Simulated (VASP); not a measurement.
# Al (Fm-3m) in VASP: further runs

Runs on Al. Level: PBE. Tasks: single point.

Everything below comes from runs of VASP 6.6.1. Logs are shortened: lines on timing, memory, paths and dates and some standing lists are left out, and cuts for length are marked.

### 1 The cell of the first run

The structure is cubic, space group Fm-3m (No. 225). The conventional cell has a = 3.928 Å, b = 3.928 Å, c = 3.928 Å, α = 90.00°, β = 90.00°, γ = 90.00°. Al (site symmetry m-3m) has 12 Al at 2.78 Å within 3.7 Å.

### 2 Single point, PBE

INCAR

```
PREC = Accurate
ENCUT = 520
EDIFF = 1E-7
ISMEAR = 0
SIGMA = 0.1
LREAL = F
LASPH = T
NELM = 100
ALGO = Fast
ISIF = 2
LWAVE = F
LCHARG = F
GGA = PE
NBANDS = 8
```

KPOINTS

```
regular mesh
0
Gamma
  18 18 18
```

POSCAR

```
Al
1.0
    0.0000000000      1.9637662977      1.9637662977
    1.9637662977      0.0000000000      1.9637662977
    1.9637662977      1.9637662977      0.0000000000
Al
1
Direct
    0.0000000000      0.0000000000      0.0000000000
```

Potentials or basis: VASP PAW PBE potentials, release 64 (Al).

The run is started by

```
> cat potpaw_PBE.64/Al/POTCAR > POTCAR
> mpirun -np 1 vasp_std > vasp.out
```

OUTCAR:

```text
PREC = Accurate
   ENCUT = 520
   EDIFF = 1E-7
   ISMEAR = 0
   LREAL = F
   LASPH = T
   NELM = 100
   ISIF = 2
   GGA = PE

 ion  position               nearest neighbor table
   1  0.000  0.000  0.000-

  LATTYP: Found a face centered cubic cell.
 ALAT       =     3.9275325954

  Lattice vectors:

 A1 = (   0.0000000000,   1.9637662977,   1.9637662977)
 A2 = (   1.9637662977,   0.0000000000,   1.9637662977)
 A3 = (   1.9637662977,   1.9637662977,   0.0000000000)

Analysis of symmetry for initial positions (statically):
=====================================================================
 Subroutine PRICEL returns:
 Original cell was already a primitive cell.

 Routine SETGRP: Setting up the symmetry group for a
 face centered cubic supercell.

 Subroutine GETGRP returns: Found 48 space group operations
 (whereof 48 operations were pure point group operations)
 out of a pool of 48 trial point group operations.

The static configuration has the point symmetry O_h .

Analysis of symmetry for dynamics (positions and initial velocities):
=====================================================================
 Subroutine PRICEL returns:
 Original cell was already a primitive cell.

 Routine SETGRP: Setting up the symmetry group for a
 face centered cubic supercell.

 Subroutine GETGRP returns: Found 48 space group operations
 (whereof 48 operations were pure point group operations)
 out of a pool of 48 trial point group operations.

The dynamic configuration has the point symmetry O_h .

 Subroutine INISYM returns: Found 48 space group operations
 (whereof 48 operations are pure point group operations),
 and found     1 'primitive' translations

----------------------------------------------------------------------------------------

                                     Primitive cell

  volume of cell :      15.1461

  direct lattice vectors                    reciprocal lattice vectors
     0.000000000  1.963766298  1.963766298    -0.254612782  0.254612782  0.254612782
     1.963766298  0.000000000  1.963766298     0.254612782 -0.254612782  0.254612782
     1.963766298  1.963766298  0.000000000     0.254612782  0.254612782 -0.254612782

  length of vectors
     2.777184932  2.777184932  2.777184932     0.441002274  0.441002274  0.441002274

  position of ions in fractional coordinates (direct lattice)
     0.000000000  0.000000000  0.000000000

  ion indices of the primitive-cell ions
   primitive index   ion index
                 1           1
[... 70 lines left out ...]
   ENCUT  =  520.0 eV  38.22 Ry    6.18 a.u.   5.16  5.16  5.16*2*pi/ulx,y,z
   NELM   =    100;   NELMIN=  2; NELMDL= -5     # of ELM steps
   EDIFF  = 0.1E-06   stopping-criterion for ELM
   LREAL  =      F    real-space projection
   EDIFFG = 0.1E-05   stopping-criterion for IOM
   NSW    =      0    number of steps for IOM
   IBRION =     -1    ionic relax: 0-MD 1-quasi-New 2-CG
   NFREE  =      0    steps in history (QN), initial steepest desc. (CG)
   ISIF   =      2    stress and relaxation
   ISYM   =      2    0-nonsym 1-usesym 2-fastsym
   POTIM  = 0.5000    time-step for ionic-motion
   TEBEG  =    0.0;   TEEND  =   0.0 temperature during run
   PSTRESS=    0.0 pullay stress
   NELECT =       3.0000    total number of electrons
   NUPDOWN=      -1.0000    fix difference up-down
   EMIN   =  10.00;   EMAX   =-10.00  energy-range for DOS
   EFERMI =   0.00;   METHOD = LEGACY
   ISMEAR =     0;   SIGMA  =   0.10  broadening in eV -4-tet -1-fermi 0-gaus
   EFERMI_NEDOS =   21; number of points for ismear=-14 and -15
   IALGO  =     68    algorithm
   IMIX   =      4    mixing-type and parameters
     AMIX     =   0.40;   BMIX     =  1.00
     AMIX_MAG =   1.60;   BMIX_MAG =  1.00
  volume/ion in A,a.u.               =      15.15       102.21
  Fermi-wavevector in a.u.,A,eV,Ry     =   0.954294  1.803354 12.390509  0.910677
  Thomas-Fermi vector in A             =   2.083027
   LORBIT       =      0    0 simple, 1 ext, 2 COOP (PROOUT), +10 PAW based schemes
   GGA     = PE    functional components
   LHFCALC =     F    Hartree Fock is set to
   AEXX    =    0.0000 exact exchange contribution
   IVDW    =     0    specifies the selected vdW correction
   LEPSILON=     F    determine dielectric tensor
   LRPA    =     F    only Hartree local field effects (RPA)
 non-spin polarized calculation
 RMM-DIIS sequential band-by-band and
 Gauss-broadening in eV      SIGMA  =   0.10
  energy-cutoff  :      520.00
  volume of cell :       15.15
 maximum number of plane-waves:       419
 NGX is ok and might be reduce to    24
   NGX = 11   NGY = 11   NGZ = 11

 number of electron       3.0000000 magnetization

 Free energy of the ion-electron system (eV)
  ---------------------------------------------------
  ext. energy  EPLUGINS =         0.00000000
  ---------------------------------------------------
  free energy    TOTEN  =        -3.71379213 eV

  energy without entropy =       -3.71109471  energy(sigma->0) =       -3.71244342

 E-fermi :   8.9206     XC(G=0): -10.5103

 val. band max:        8.9126942395   @ k =  -0.2222   0.3889   0.1667
 cond. band min:       8.9286628426   @ k =  -0.3333   0.3889   0.0556
 fundamental gap:      0.0159686031
 Fermi energy:         8.9206263536

 k-point     1 :       0.0000    0.0000    0.0000
  band No.  band energies     occupation
      1      -2.8164      2.00000
      2      22.0283      0.00000
      3      22.0283      0.00000
      4      22.0283      0.00000
      5      24.1934      0.00000
      6      24.1934      0.00000
      7      24.1934      0.00000
      8      26.0241      0.00000
[... 243 lines left out ...]
 k-point    24 :      -0.2222    0.0556    0.0000
  band No.  band energies     occupation
      1      -1.0811      2.00000
      2      12.9570      0.00000
      3      18.7521      0.00000
      4      21.7341      0.00000
      5      23.6078      0.00000
      6      24.7069      0.00000
      7      25.2141      0.00000
      8      27.5024      0.00000

 [... further k-points ...]
[... 5 lines left out ...]
  --------------------------------------------------------------------------------------
  -------------------------------------------------------------------------------------
  Total        0.7486106      0.7486106      0.7486106      0.0000000      0.0000000     -0.0000000
  in kB       79.1894148     79.1894148     79.1894148      0.0000000      0.0000000     -0.0000000
  external PRESSURE =      79.1894148 kB  Pullay stress =       0.0000000 kB

 VOLUME and BASIS-vectors are now :
 -----------------------------------------------------------------------------
  energy-cutoff  :      520.00
  volume of cell :       15.15
      direct lattice vectors                 reciprocal lattice vectors
     0.000000000  1.963766298  1.963766298    -0.254612782  0.254612782  0.254612782
     1.963766298  0.000000000  1.963766298     0.254612782 -0.254612782  0.254612782
     1.963766298  1.963766298  0.000000000     0.254612782  0.254612782 -0.254612782

 POSITION                                       TOTAL-FORCE (eV/Angst)
 -----------------------------------------------------------------------------------
      0.00000      0.00000      0.00000         0.000000      0.000000      0.000000
 -----------------------------------------------------------------------------------
    total drift:                                0.000000     -0.000000     -0.000000

  FREE ENERGIE OF THE ION-ELECTRON SYSTEM (eV)
  ---------------------------------------------------
  free  energy   TOTEN  =        -3.7137921270 eV

  energy  without entropy=       -3.7110947095  energy(sigma->0) =       -3.71244342
```

OSZICAR:

```text
N       E                     dE             d eps       ncg     rms          rms(c)
DAV:   1    -0.222243490081E+01   -0.22224E+01   -0.86559E+02  3152   0.203E+02
DAV:   2    -0.373066293691E+01   -0.15082E+01   -0.14827E+01  4344   0.194E+01
DAV:   3    -0.373810447923E+01   -0.74415E-02   -0.74405E-02  3816   0.155E+00
DAV:   4    -0.373813102190E+01   -0.26543E-04   -0.26542E-04  5096   0.825E-02
DAV:   5    -0.373813111541E+01   -0.93511E-07   -0.92379E-07  3856   0.234E-03    0.146E+00
RMM:   6    -0.372404887868E+01    0.14082E-01   -0.81560E-04  3124   0.164E-01    0.860E-01
RMM:   7    -0.371377325334E+01    0.10276E-01   -0.28041E-03  3745   0.287E-01    0.133E-01
RMM:   8    -0.371379116505E+01   -0.17912E-04   -0.16472E-04  3518   0.800E-02    0.247E-02
RMM:   9    -0.371379300169E+01   -0.18366E-05   -0.23797E-05  3613   0.302E-02    0.128E-02
RMM:  10    -0.371379221910E+01    0.78259E-06   -0.47396E-06  3720   0.134E-02    0.198E-02
RMM:  11    -0.371379212700E+01    0.92100E-07   -0.94001E-07  3626   0.536E-03
   1 F= -.37137921E+01 E0= -.37124434E+01  d E =-.269742E-02
```

It took 11 s on 1 thread of Intel Xeon 6975P-C, shared host; peak memory 0.14 GiB.

Results:

- Free energy: -3.7138 eV
- Pressure: 7.9 GPa

### 3 Single point, PBE

This run uses another cell than the first one, of 11.58 Å³/atom, 0.764 times its volume.

INCAR

```
PREC = Accurate
ENCUT = 520
EDIFF = 1E-6
ISMEAR = 0
SIGMA = 0.1
LREAL = False
LASPH = True
NELM = 60
ALGO = Normal
ISIF = 2
LWAVE = False
LCHARG = True
GGA = PE
LELF = True
LVHAR = True
NBANDS = 8
```

KPOINTS

```
regular mesh
0
Gamma
  20 20 20
```

POSCAR

```
Al
1.0
    0.0000000000      1.7954867167      1.7954867167
    1.7954867167      0.0000000000      1.7954867167
    1.7954867167      1.7954867167      0.0000000000
Al
1
Direct
    0.0000000000      0.0000000000      0.0000000000
```

Potentials or basis: VASP PAW PBE potentials, release 64 (Al).

The run is started by

```
> cat potpaw_PBE.64/Al/POTCAR > POTCAR
> mpirun -np 1 vasp_std > vasp.out
```

OUTCAR:

```text
PREC = Accurate
   ENCUT = 520
   EDIFF = 1E-6
   ISMEAR = 0
   LREAL = False
   LASPH = True
   NELM = 60
   ISIF = 2
   GGA = PE

 ion  position               nearest neighbor table
   1  0.000  0.000  0.000-

  LATTYP: Found a face centered cubic cell.
 ALAT       =     3.5909734334

  Lattice vectors:

 A1 = (   0.0000000000,   1.7954867167,   1.7954867167)
 A2 = (   1.7954867167,   0.0000000000,   1.7954867167)
 A3 = (   1.7954867167,   1.7954867167,   0.0000000000)

Analysis of symmetry for initial positions (statically):
=====================================================================
 Subroutine PRICEL returns:
 Original cell was already a primitive cell.

 Routine SETGRP: Setting up the symmetry group for a
 face centered cubic supercell.

 Subroutine GETGRP returns: Found 48 space group operations
 (whereof 48 operations were pure point group operations)
 out of a pool of 48 trial point group operations.

The static configuration has the point symmetry O_h .

Analysis of symmetry for dynamics (positions and initial velocities):
=====================================================================
 Subroutine PRICEL returns:
 Original cell was already a primitive cell.

 Routine SETGRP: Setting up the symmetry group for a
 face centered cubic supercell.

 Subroutine GETGRP returns: Found 48 space group operations
 (whereof 48 operations were pure point group operations)
 out of a pool of 48 trial point group operations.

The dynamic configuration has the point symmetry O_h .

 Subroutine INISYM returns: Found 48 space group operations
 (whereof 48 operations are pure point group operations),
 and found     1 'primitive' translations

----------------------------------------------------------------------------------------

                                     Primitive cell

  volume of cell :      11.5765

  direct lattice vectors                    reciprocal lattice vectors
[... 101 lines left out ...]
   EFERMI_NEDOS =   21; number of points for ismear=-14 and -15
   IALGO  =     38    algorithm
   IMIX   =      4    mixing-type and parameters
     AMIX     =   0.40;   BMIX     =  1.00
     AMIX_MAG =   1.60;   BMIX_MAG =  1.00
  volume/ion in A,a.u.               =      11.58        78.12
  Fermi-wavevector in a.u.,A,eV,Ry     =   1.043734  1.972371 14.821916  1.089380
  Thomas-Fermi vector in A             =   2.178456
   LORBIT       =      0    0 simple, 1 ext, 2 COOP (PROOUT), +10 PAW based schemes
   GGA     = PE    functional components
   LHFCALC =     F    Hartree Fock is set to
   AEXX    =    0.0000 exact exchange contribution
   IVDW    =     0    specifies the selected vdW correction
   LEPSILON=     F    determine dielectric tensor
   LRPA    =     F    only Hartree local field effects (RPA)
 non-spin polarized calculation
 Gauss-broadening in eV      SIGMA  =   0.10
  energy-cutoff  :      520.00
  volume of cell :       11.58
 maximum number of plane-waves:       331
   NGX =  9   NGY =  9   NGZ =  9

 number of electron       3.0000000 magnetization

 Free energy of the ion-electron system (eV)
  ---------------------------------------------------
  ext. energy  EPLUGINS =         0.00000000
  ---------------------------------------------------
  free energy    TOTEN  =        -3.07591150 eV

  energy without entropy =       -3.07472338  energy(sigma->0) =       -3.07531744

 E-fermi :  12.1715     XC(G=0): -11.5550

 val. band max:       12.1513124531   @ k =  -0.3500   0.4500   0.2000
 cond. band min:      12.1787378296   @ k =  -0.3000   0.2500   0.0000
 fundamental gap:      0.0274253765
 Fermi energy:        12.1715345035

 k-point     1 :       0.0000    0.0000    0.0000
  band No.  band energies     occupation
      1      -1.5676      2.00000
      2      27.0140      0.00000
      3      27.0140      0.00000
      4      27.0140      0.00000
      5      31.5268      0.00000
      6      31.6177      0.00000
      7      31.6177      0.00000
      8      31.6177      0.00000
[... 243 lines left out ...]
 k-point    24 :      -0.3500    0.0500    0.0000
  band No.  band energies     occupation
      1       3.0108      2.00000
      2      11.5962      2.00000
      3      23.8126      0.00000
      4      26.1332      0.00000
      5      28.4079      0.00000
      6      29.2616      0.00000
      7      30.7120      0.00000
      8      34.7138      0.00000

 [... further k-points ...]
[... 5 lines left out ...]
  --------------------------------------------------------------------------------------
  -------------------------------------------------------------------------------------
  Total        4.3337352      4.3337352      4.3337352     -0.0000000     -0.0000000     -0.0000000
  in kB      599.7860627    599.7860627    599.7860627     -0.0000000     -0.0000000     -0.0000000
  external PRESSURE =     599.7860627 kB  Pullay stress =       0.0000000 kB

 VOLUME and BASIS-vectors are now :
 -----------------------------------------------------------------------------
  energy-cutoff  :      520.00
  volume of cell :       11.58
      direct lattice vectors                 reciprocal lattice vectors
     0.000000000  1.795486717  1.795486717    -0.278476023  0.278476023  0.278476023
     1.795486717  0.000000000  1.795486717     0.278476023 -0.278476023  0.278476023
     1.795486717  1.795486717  0.000000000     0.278476023  0.278476023 -0.278476023

 POSITION                                       TOTAL-FORCE (eV/Angst)
 -----------------------------------------------------------------------------------
      0.00000      0.00000      0.00000         0.000000     -0.000000      0.000000
 -----------------------------------------------------------------------------------
    total drift:                                0.000000      0.000000     -0.000000

  FREE ENERGIE OF THE ION-ELECTRON SYSTEM (eV)
  ---------------------------------------------------
  free  energy   TOTEN  =        -3.0759114967 eV

  energy  without entropy=       -3.0747233836  energy(sigma->0) =       -3.07531744
```

OSZICAR:

```text
N       E                     dE             d eps       ncg     rms          rms(c)
DAV:   1    -0.140159727340E+01   -0.14016E+01   -0.96685E+02  4112   0.211E+02
DAV:   2    -0.311177980142E+01   -0.17102E+01   -0.16231E+01  5864   0.216E+01
DAV:   3    -0.311771250059E+01   -0.59327E-02   -0.59317E-02  5240   0.144E+00
DAV:   4    -0.311772476597E+01   -0.12265E-04   -0.12264E-04  6488   0.541E-02
DAV:   5    -0.311772478678E+01   -0.20810E-07   -0.20827E-07  5384   0.929E-04    0.219E+00
DAV:   6    -0.309277158615E+01    0.24953E-01   -0.47550E-04  5224   0.120E-01    0.127E+00
DAV:   7    -0.307593973027E+01    0.16832E-01   -0.19344E-03  5120   0.224E-01    0.269E-01
DAV:   8    -0.307593731024E+01    0.24200E-05   -0.29459E-05  6128   0.356E-02    0.175E-01
DAV:   9    -0.307591135759E+01    0.25953E-04   -0.30907E-06  5136   0.122E-02    0.159E-03
DAV:  10    -0.307591149674E+01   -0.13914E-06   -0.21444E-08  4656   0.106E-03
   1 F= -.30759115E+01 E0= -.30753174E+01  d E =-.118811E-02
```

stdout:

```text
POSCAR found type information on POSCAR Al
 POSCAR found :  1 types and       1 ions
 scaLAPACK will be used
 LDA part: xc-table for (Slater+PW92), standard interpolation
 POSCAR, INCAR and KPOINTS ok, starting setup
 FFT: planning ... GRIDC
 FFT: planning ... GRID_SOFT
 FFT: planning ... GRID
 WAVECAR not read
 entering main loop
```

Run time: 12 s. Hardware: 1 thread of Intel Xeon 6975P-C, shared host; peak memory 0.13 GiB.

Results:

```yaml
Free_energy: -3.0759 eV
Pressure: 60.0 GPa
```

Levels at points of the mesh, in eV from the Fermi level:
| k point | band 1 | band 2 | band 3 | band 4 | band 5 |
| --- | --- | --- | --- | --- | --- |
| (0.00, 0.00, 0.00) | -13.74 | 14.84 | 14.84 | 14.84 | 19.36 |
| (0.50, 0.00, 0.00) | -6.02 | -4.86 | 13.31 | 13.31 | 15.90 |
| (0.50, 0.50, 0.00) | -3.69 | -1.84 | 5.35 | 7.64 | 7.64 |

### 4 Single point, PBE

This run uses another cell than the first one, of 15.91 Å³/atom, 1.051 times its volume.

INCAR

```
PREC = Accurate
ENCUT = 520
EDIFF = 1E-6
ISMEAR = 0
SIGMA = 0.1
LREAL = F
LASPH = T
NELM = 100
ALGO = Normal
ISIF = 2
LWAVE = F
LCHARG = T
GGA = PE
LELF = T
LVHAR = T
NBANDS = 8
```

KPOINTS

```
Automatic mesh
0
Gamma
  18 18 18
```

POSCAR

```
Al
1.0
    0.0000000000      1.9964395497      1.9964395497
    1.9964395497      0.0000000000      1.9964395497
    1.9964395497      1.9964395497      0.0000000000
Al
1
Direct
    0.0000000000      0.0000000000      0.0000000000
```

The run is started by

```
> cat potpaw_PBE.64/Al/POTCAR > POTCAR
> mpirun -np 1 vasp_std > vasp.out
```

It took 11 s on 1 thread of Intel Xeon 6975P-C, shared host; peak memory 0.14 GiB.

It converged, with:

```
Free energy : -3.7394 eV
Pressure    : 3.0 GPa
```

Levels at points of the mesh, in eV from the Fermi level:
```
           k point  band 1  band 2  band 3  band 4
(0.00, 0.00, 0.00)  -11.38   12.83   12.83   12.83
(0.50, 0.00, 0.00)   -4.73   -4.42   11.63   11.63
(0.50, 0.50, 0.00)   -3.01   -1.60    5.27    5.77
```

### 5 Summary

```csv
cell,k mesh,gap on the mesh (eV),pressure (GPa)
"a = 2.777 Å, angles 60.0°, 1 atom",18 × 18 × 18,none,7.9
"a = 2.539 Å, angles 60.0°, 1 atom",20 × 20 × 20,none,60.0
"a = 2.823 Å, angles 60.0°, 1 atom",18 × 18 × 18,none,3.0
```

Alike in all rows: task single point; level PBE; potentials or basis VASP PAW PBE potentials, release 64 (Al); no spin polarisation; cutoff (eV) 520; smearing gaussian 0.1 eV.

Absolute energies hang on the potentials; compare differences alone.
